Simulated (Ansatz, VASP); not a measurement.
**AgBr: VASP beside Ansatz**

The input INCAR:

```
SYSTEM = AgBr
PREC = Accurate
ENCUT = 500
EDIFF = 1E-6
ISMEAR = 0
SIGMA = 0.01
LREAL = .False.
LASPH = .True.
NELM = 120
ALGO = Normal
ISIF = 2
LWAVE = .False.
LCHARG = .False.
NBANDS = 26
GGA_COMPAT = .False.
```

The input KPOINTS:

```
regular mesh
0
Gamma
  4 4 4
  0 0 0
```

The input POSCAR:

```
AgBr
1.0
    4.0921161929      0.0000000000      0.0414619150
    0.0000000000      4.0919047222      0.0000000000
   -0.0576709946      0.0000000000      5.7835260858
Ag Br
2 2
Direct
    0.7499714111      0.7500000000      0.7499778864
    0.2500285889      0.2500000000      0.2500221136
    0.2499844905      0.2500000000      0.7500035537
    0.7500155095      0.7500000000      0.2499964463
```

Input for Ansatz:

```yaml
crystal:
  lattice:
    - [4.0921161929, 0.0, 0.041461915]
    - [0.0, 4.0919047222, 0.0]
    - [-0.0576709946, 0.0, 5.7835260858]
  atoms:
    - { symbol: Ag, position: [0.7499714111, 0.75, 0.7499778864] }
    - { symbol: Ag, position: [0.2500285889, 0.25, 0.2500221136] }
    - { symbol: Br, position: [0.2499844905, 0.25, 0.7500035537] }
    - { symbol: Br, position: [0.7500155095, 0.75, 0.2499964463] }
kpoints:
  mp_grid: { grid: [4, 4, 4] }
hamiltonian:
  xc: lda
scf:
  occupations: { method: fixed }
  n_extra_bands: 5
output:
  forces: true
  stress: true
  eigenvalues: true
```

Alike in both runs: task single point; functional LDA; k mesh 4 × 4 × 4; no spin polarisation.

```csv
,VASP,Ansatz
version,VASP 6.6.1,Ansatz 0.2.0
potentials or method,"VASP PAW LDA potentials, release 64 (Ag, Br)",plane waves
plane-wave cutoff (eV),500,420
occupations,"gaussian, width 0.01 eV",fixed
valence electrons in the cell,36,52
```

|  | VASP | Ansatz | Ansatz less VASP |
| --- | --- | --- | --- |
| gap on the k mesh at the Fermi level (eV) | 0.41 | 0.38 | -0.032 |
| pressure (GPa) | -5.0 | -5.0 | -0.05 |
| traceless stress, the component that is largest in VASP (GPa) | -0.19 | -0.20 | -0.002 |

LDA's correlation is that of Perdew and Zunger in VASP and of Perdew and Wang (1992) in Ansatz. VASP's potentials hold 36 valence electrons a cell and Ansatz's 52, so a difference there can come from the potentials and not from the codes.
